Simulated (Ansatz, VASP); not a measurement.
One calculation of TiSi2, two programs

```xyz
6
Lattice="0.0000 4.0899 4.2343 2.3735 0.0000 4.2343 2.3735 4.0899 0.0000" Properties=species:S:1:pos:R:3 pbc="T T T"
Ti    3.5602    6.1348    6.3514
Ti    2.3735    4.0899    4.2343
Si    1.1867    3.3747    2.1171
Si    1.1867    0.7152    2.1171
Si    2.3735    1.3297    4.2343
Si    2.3735    6.8500    4.2343
```

Alike in both runs: task single point; functional r2SCAN; k mesh 7 × 7 × 7; occupations fermi-dirac, width 0.05 eV; no spin polarisation.

|  | VASP | Ansatz |
| --- | --- | --- |
| version | VASP 6.6.1 | Ansatz 0.2.0 |
| potentials or method | VASP PAW PBE potentials, release 64 (Ti_sv, Si) | Ansatz PAW |
| plane-wave cutoff (eV) | 520 | 500 |
| valence electrons in the cell | 40 | 40 |

Ansatz gave:

| Property | Result |
| --- | --- |
| gap on the k mesh at the Fermi level (eV) | none |
| pressure (GPa) | 3.0 |
| traceless stress, the component that is largest in VASP (GPa) | -1.40 |
| rms of the force components (eV/Å) | 0.001 |

Estimate VASP's values.

gap on the k mesh at the Fermi level (eV): none; pressure (GPa): 3.3; traceless stress, the component that is largest in VASP (GPa): -1.37; rms of the force components (eV/Å): 0.005.

VASP's potentials were made for PBE, not for r2SCAN. Atom by atom the forces differ by 0.004 eV/Å (rms over components). A gap of «none» marks a metal or a gap that the smearing closes. With one functional, cell and mesh, what is left measures potentials, basis and numerics.
